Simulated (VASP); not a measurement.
# ZrC (P1) in VASP: notebook

Runs on ZrC. Level: PBE. Tasks: single point.

Program: VASP 6.6.1. These are calculated values, not measurements. Logs are shortened: lines on timing, memory, paths and dates and some standing lists are left out, and cuts for length are marked.

### Step 1. The cell of the first run

The typed cell holds 4 atoms: a = 3.361 Å, b = 3.342 Å, c = 5.333 Å, α = 89.00°, β = 91.00°, γ = 119.42°.

### Step 2. Single point, PBE

The input, INCAR:

```
SYSTEM = ZrC
ALGO = Normal ; EDIFF = 1E-6
ENCUT = 520 ; GGA = PE
ISIF = 2 ; ISMEAR = 0
LASPH = .True. ; LCHARG = .True.
LELF = .True. ; LREAL = .False.
LVHAR = .True. ; LWAVE = .False.
NBANDS = 24 ; NELM = 100
PREC = Accurate ; SIGMA = 0.1
```

The input, KPOINTS:

```
k-points
0
Gamma
  6 6 4
  0 0 0
```

The input, POSCAR:

```
ZrC
1.0
    3.3610163770      0.0225336783     -0.0297603838
   -1.6609934507      2.8995745932      0.0295385661
   -0.0464204950      0.0264013670      5.3327853363
Zr C
2 2
Direct
    0.3369645723      0.6759919446      0.2460342711
    0.6890409237      0.3277515126      0.7461068543
    0.0336259924      0.0176998178     -0.0007423614
    0.0184618993      0.0045035743      0.4908744823
```

Potentials or basis: VASP PAW PBE potentials, release 64 (Zr_sv, C).

The run is started by

```bash
> cat potpaw_PBE.64/Zr_sv/POTCAR potpaw_PBE.64/C/POTCAR > POTCAR
> mpirun -np 1 vasp_std > vasp.out
```

OUTCAR:

```text
SYSTEM = ZrC
   EDIFF = 1E-6
   ENCUT = 520
   GGA = PE
   ISIF = 2
   ISMEAR = 0
   LASPH = .True.
   LREAL = .False.
   NELM = 100
   PREC = Accurate

 ion  position               nearest neighbor table
   1  0.337  0.676  0.246-   3 2.26   4 2.30   3 2.34   4 2.34   4 2.37   3 2.44   2 3.26   2 3.26
                             2 3.29   2 3.29   2 3.32   2 3.38
   2  0.689  0.328  0.746-   3 2.31   4 2.35   3 2.36   4 2.38   4 2.38   3 2.43   1 3.26   1 3.26
                             1 3.29   1 3.29   1 3.32   1 3.38
   3  0.034  0.018  0.999-   1 2.26   2 2.31   1 2.34   2 2.36   2 2.43   1 2.44
   4  0.018  0.005  0.491-   1 2.30   1 2.34   2 2.35   1 2.37   2 2.38   2 2.38

  LATTYP: Found a triclinic cell.
 ALAT       =     3.3612236661
 B/A-ratio  =     1.0057795566
 C/A-ratio  =     1.5866402394
 COS(alpha) =     0.0001636879
 COS(beta)  =     0.0175241643
 COS(gamma) =     0.5086329162

  Lattice vectors:

 A1 = (  -3.3610163770,  -0.0225336783,   0.0297603838)
 A2 = (  -1.7000229263,  -2.9221082715,   0.0002218177)
 A3 = (  -0.0464204950,   0.0264013670,   5.3327853363)

Analysis of symmetry for initial positions (statically):
=====================================================================
 Subroutine PRICEL returns:
 Original cell was already a primitive cell.

 Routine SETGRP: Setting up the symmetry group for a
 triclinic supercell.

 Subroutine GETGRP returns: Found  1 space group operations
 (whereof  1 operations were pure point group operations)
 out of a pool of  2 trial point group operations.

The static configuration has the point symmetry C_1 .

Analysis of symmetry for dynamics (positions and initial velocities):
=====================================================================
 Subroutine PRICEL returns:
 Original cell was already a primitive cell.

 Routine SETGRP: Setting up the symmetry group for a
 triclinic supercell.

 Subroutine GETGRP returns: Found  1 space group operations
 (whereof  1 operations were pure point group operations)
 out of a pool of  2 trial point group operations.

The dynamic configuration has the point symmetry C_1 .

 Subroutine INISYM returns: Found  1 space group operations
 (whereof  1 operations are pure point group operations),
 and found     1 'primitive' translations

----------------------------------------------------------------------------------------

                                     Primitive cell

  volume of cell :      52.1650

  direct lattice vectors                    reciprocal lattice vectors
     3.361016377  0.022533678 -0.029760384     0.296406202  0.169775724  0.001739618
    -1.660993451  2.899574593  0.029538566    -0.002318662  0.343567487 -0.001721105
    -0.046420495  0.026401367  5.332785336     0.001666981 -0.000955579  0.187538509

  length of vectors
     3.361223666  3.341751725  5.333052722     0.341589607  0.343579622  0.187548352

  position of ions in fractional coordinates (direct lattice)
     0.336964572  0.675991945  0.246034271
     0.689040924  0.327751513  0.746106854
     0.033625992  0.017699818  0.999257639
     0.018461899  0.004503574  0.490874482

  ion indices of the primitive-cell ions
   primitive index   ion index
                 1           1
                 2           2
                 3           3
                 4           4

----------------------------------------------------------------------------------------

 KPOINTS: k-points

Automatic generation of k-mesh.
 Grid dimensions read from file:
 generate k-points for:    6    6    4

 Generating k-lattice:

  Cartesian coordinates                     Fractional coordinates (reciprocal lattice)
     0.049401034  0.028295954  0.000289936     0.166666667  0.000000000 -0.000000000
    -0.000386444  0.057261248 -0.000286851     0.000000000  0.166666667  0.000000000
     0.000416745 -0.000238895  0.046884627     0.000000000 -0.000000000  0.250000000

  Length of vectors
     0.056931601  0.057263270  0.046887088

  Shift w.r.t. Gamma in fractional coordinates (k-lattice)
     0.000000000  0.000000000  0.000000000

 Subroutine IBZKPT returns following result:
 ===========================================

 Found     76 irreducible k-points:

 Following reciprocal coordinates:
            Coordinates               Weight
  0.000000  0.000000  0.000000      1.000000
  0.166667  0.000000  0.000000      2.000000
  0.333333  0.000000  0.000000      2.000000
  0.500000 -0.000000  0.000000      1.000000
 -0.000000  0.166667  0.000000      2.000000
  0.166667  0.166667  0.000000      2.000000
[... 16 lines left out ...]
  0.333333 -0.000000  0.250000      2.000000
  0.500000 -0.000000  0.250000      2.000000
 [... further k-points ...]
   k-points           NKPTS =     76   k-points in BZ     NKDIM =     76   number of bands    NBANDS=     24
   number of dos      NEDOS =    301   number of ions     NIONS =      4
   total plane-waves  NPLWV =  31360
   dimension x,y,z NGX =    28 NGY =   28 NGZ =   40
   dimension x,y,z NGXF=    56 NGYF=   56 NGZF=   80
   ions per type =               2   2
   NGX,Y,Z   is equivalent  to a cutoff of  13.85, 13.93, 12.47 a.u.
   NGXF,Y,Z  is equivalent  to a cutoff of  27.70, 27.86, 24.94 a.u.
 SYSTEM =  ZrC
   PREC   = accura    normal or accurate (medium, high low for compatibility)
   ISTART =      0    job   : 0-new  1-cont  2-samecut
   ICHARG =      2    charge: 1-file 2-atom 10-const
   ISPIN  =      1    spin polarized calculation?
   LNONCOLLINEAR =      F non collinear calculations
   LSORBIT =      F    spin-orbit coupling
   LASPH  =      T    aspherical Exc in radial PAW
   ENCUT  =  520.0 eV  38.22 Ry    6.18 a.u.   6.25  6.21  9.92*2*pi/ulx,y,z
   NELM   =    100;   NELMIN=  2; NELMDL= -5     # of ELM steps
   EDIFF  = 0.1E-05   stopping-criterion for ELM
   LREAL  =      F    real-space projection
   EDIFFG = 0.1E-04   stopping-criterion for IOM
   NSW    =      0    number of steps for IOM
   IBRION =     -1    ionic relax: 0-MD 1-quasi-New 2-CG
   NFREE  =      0    steps in history (QN), initial steepest desc. (CG)
   ISIF   =      2    stress and relaxation
   ISYM   =      2    0-nonsym 1-usesym 2-fastsym
   POTIM  = 0.5000    time-step for ionic-motion
   TEBEG  =    0.0;   TEEND  =   0.0 temperature during run
   PSTRESS=    0.0 pullay stress
   NELECT =      32.0000    total number of electrons
   NUPDOWN=      -1.0000    fix difference up-down
   EMIN   =  10.00;   EMAX   =-10.00  energy-range for DOS
   EFERMI =   0.00;   METHOD = LEGACY
   ISMEAR =     0;   SIGMA  =   0.10  broadening in eV -4-tet -1-fermi 0-gaus
   EFERMI_NEDOS =   21; number of points for ismear=-14 and -15
   IALGO  =     38    algorithm
   IMIX   =      4    mixing-type and parameters
     AMIX     =   0.40;   BMIX     =  1.00
     AMIX_MAG =   1.60;   BMIX_MAG =  1.00
  volume/ion in A,a.u.               =      13.04        88.01
  Fermi-wavevector in a.u.,A,eV,Ry     =   1.391015  2.628637 26.326215  1.934922
  Thomas-Fermi vector in A             =   2.514895
   LORBIT       =      0    0 simple, 1 ext, 2 COOP (PROOUT), +10 PAW based schemes
   GGA     = PE    functional components
   LHFCALC =     F    Hartree Fock is set to
   AEXX    =    0.0000 exact exchange contribution
   IVDW    =     0    specifies the selected vdW correction
   LEPSILON=     F    determine dielectric tensor
   LRPA    =     F    only Hartree local field effects (RPA)
 non-spin polarized calculation
 Gauss-broadening in eV      SIGMA  =   0.10
  energy-cutoff  :      520.00
  volume of cell :       52.16
 maximum number of plane-waves:      1424
 NGX is ok and might be reduce to    28
   NGX = 13   NGY = 13   NGZ = 19

 number of electron      32.0000000 magnetization

 Free energy of the ion-electron system (eV)
  ---------------------------------------------------
  ext. energy  EPLUGINS =         0.00000000
  ---------------------------------------------------
  free energy    TOTEN  =       -38.17795149 eV

  energy without entropy =      -38.17450143  energy(sigma->0) =      -38.17622646

 E-fermi :   9.6238     XC(G=0): -12.1074

 val. band max:        9.5453030709   @ k =   0.3333  -0.1667   0.2500
 cond. band min:       9.6653126816   @ k =  -0.1667   0.1667   0.0000
 fundamental gap:      0.1200096107
 Fermi energy:         9.6238265782

 k-point     1 :       0.0000    0.0000    0.0000
  band No.  band energies     occupation
      1     -38.4882      2.00000
      2     -38.3417      2.00000
      3     -17.0317      2.00000
      4     -16.3474      2.00000
      5     -16.3008      2.00000
      6     -16.2060      2.00000
[... 16 lines left out ...]
     23      14.2851      0.00000
     24      17.0746      0.00000

 k-point     2 :       0.1667    0.0000    0.0000
  band No.  band energies     occupation
      1     -38.4689      2.00000
      2     -38.3324      2.00000
      3     -16.9517      2.00000
      4     -16.4952      2.00000
      5     -16.3644      2.00000
      6     -16.3485      2.00000
[... 16 lines left out ...]
     23      15.4658      0.00000
     24      16.0004      0.00000

 k-point     3 :       0.3333    0.0000    0.0000
  band No.  band energies     occupation
      1     -38.4287      2.00000
      2     -38.3150      2.00000
      3     -16.8046      2.00000
      4     -16.7546      2.00000
      5     -16.6223      2.00000
      6     -16.4517      2.00000
[... 16 lines left out ...]
     23      15.5273      0.00000
     24      15.9802      0.00000
[... 514 lines left out ...]
 k-point    23 :       0.3333   -0.0000    0.2500
  band No.  band energies     occupation
      1     -38.4240      2.00000
      2     -38.3199      2.00000
      3     -16.8841      2.00000
      4     -16.7414      2.00000
      5     -16.5401      2.00000
      6     -16.4279      2.00000
[... 16 lines left out ...]
     23      15.9478      0.00000
     24      16.0520      0.00000

 k-point    24 :       0.5000   -0.0000    0.2500
  band No.  band energies     occupation
      1     -38.4064      2.00000
      2     -38.3084      2.00000
      3     -16.9976      2.00000
      4     -16.8508      2.00000
      5     -16.4928      2.00000
      6     -16.4655      2.00000
[... 16 lines left out ...]
     23      15.5115      0.00000
     24      16.1399      0.00000

 [... further k-points ...]

------------------------ aborting loop because EDIFF is reached ----------------------------------------

  FORCE on cell =-STRESS in cart. coord.  units (eV):
  Direction    XX          YY          ZZ          XY          YZ          ZX
  --------------------------------------------------------------------------------------
  -------------------------------------------------------------------------------------
  Total        0.2789141      0.3658037      0.3765707     -0.5813595     -0.5585554      0.9506912
  in kB        8.5664698     11.2351653     11.5658600    -17.8556702    -17.1552722     29.1991926
  external PRESSURE =      10.4558317 kB  Pullay stress =       0.0000000 kB

 VOLUME and BASIS-vectors are now :
 -----------------------------------------------------------------------------
  energy-cutoff  :      520.00
  volume of cell :       52.16
      direct lattice vectors                 reciprocal lattice vectors
     3.361016377  0.022533678 -0.029760384     0.296406202  0.169775724  0.001739618
    -1.660993451  2.899574593  0.029538566    -0.002318662  0.343567487 -0.001721105
    -0.046420495  0.026401367  5.332785336     0.001666981 -0.000955579  0.187538509

 POSITION                                       TOTAL-FORCE (eV/Angst)
 -----------------------------------------------------------------------------------
     -0.00170      1.97418      1.32199         1.040745      0.031739      0.077362
      1.73685      0.98556      3.96800        -0.194385      0.634043     -0.097506
      0.03723      0.07846      5.32835        -0.542412     -0.455567     -0.350534
      0.03178      0.02643      2.61731        -0.303948     -0.210215      0.370678
 -----------------------------------------------------------------------------------
    total drift:                               -0.000163     -0.000190     -0.000003

  FREE ENERGIE OF THE ION-ELECTRON SYSTEM (eV)
  ---------------------------------------------------
  free  energy   TOTEN  =       -38.1779514926 eV

  energy  without entropy=      -38.1745014319  energy(sigma->0) =      -38.17622646
```

Wall time 2.8 min (1 thread of Intel Xeon 8259CL, shared host); peak memory 0.23 GiB.

Results:

```
Free energy            : -38.1780 eV
Pressure               : 1.0 GPa
Largest force          : 1.044 eV/Å
Band gap on the k mesh : zero (bands 16 and 17 overlap by 1.18 eV)
```

Forces on the atoms (eV/Å):
```
Zr   1.041  0.032  0.077
Zr  -0.194  0.634 -0.098
C   -0.542 -0.456 -0.351
C   -0.304 -0.210  0.371
```

Caveat: forces of over 1 eV/Å act on the atoms, so gaps and moduli don't describe the material at rest.

### Step 3. Single point, PBE (atoms moved at random and the cell strained at random)

The input, INCAR:

```
ALGO = Normal
EDIFF = 1E-7
ENCUT = 520
GGA = PE
ISIF = 2
ISMEAR = 0
LASPH = T
LCHARG = F
LREAL = F
LWAVE = F
NBANDS = 24
NELM = 60
PREC = Accurate
SIGMA = 0.1
```

The input, KPOINTS:

```
k-points
0
Gamma
  10 10 6
```

POSCAR is that of step 2.

Potentials or basis: VASP PAW PBE potentials, release 64 (Zr_sv, C).

The run is started by

```bash
> cat potpaw_PBE.64/Zr_sv/POTCAR potpaw_PBE.64/C/POTCAR > POTCAR
> mpirun -np 1 vasp_std > vasp.out
```

Run time: 12 min. Hardware: 1 thread of Intel Xeon 8259CL, shared host; peak memory 0.42 GiB.

The run converged. Its results:

| Item | Value |
| --- | --- |
| Free energy | -38.1607 eV |
| Pressure | 1.0 GPa |
| Largest force | 1.034 eV/Å |
| Band gap on the k mesh | zero (bands 16 and 17 overlap by 0.86 eV) |

Forces on the atoms (eV/Å):
```
Zr   1.029  0.034  0.095
Zr  -0.184  0.633 -0.118
C   -0.529 -0.438 -0.339
C   -0.315 -0.228  0.361
```

Stress tensor (GPa, compression positive):
```
 1.33 -1.92  2.95
-1.92  1.40 -1.75
 2.95 -1.75  0.28
```

Levels at points of the mesh, in eV from the Fermi level:
```
           k point  band 13  band 14  band 15  band 16  band 17  band 18  band 19  band 20
(0.00, 0.00, 0.00)    -2.69    -1.43    -0.91     0.70     1.12     1.27     1.49     1.87
(0.50, 0.00, 0.00)    -3.26    -3.07    -1.54    -0.77     1.28     3.98     4.14     4.29
(0.00, 0.50, 0.00)    -3.30    -3.07    -1.55    -0.77     1.29     3.90     4.17     4.24
(0.50, 0.50, 0.00)    -3.25    -2.91    -1.64    -0.74     1.14     3.78     4.20     4.30
(0.00, 0.00, 0.50)    -2.60    -2.48    -2.38    -2.29     3.02     3.18     3.27     3.36
(0.50, 0.00, 0.50)    -3.07    -2.73    -2.23    -2.07     1.31     1.60     3.97     4.11
(0.00, 0.50, 0.50)    -2.96    -2.87    -2.20    -2.16     1.36     1.52     4.06     4.07
(0.50, 0.50, 0.50)    -3.02    -2.85    -2.17    -2.07     1.14     1.32     4.07     4.15
```

Caveat: the cell differs from its parent crystal (atoms moved at random and the cell strained at random); forces of over 1 eV/Å act on the atoms, so gaps and moduli don't describe the material at rest.

(Continued in part 2 of 2.)

The gap in the log of VASP goes by the Fermi energy; the results here count the filled bands.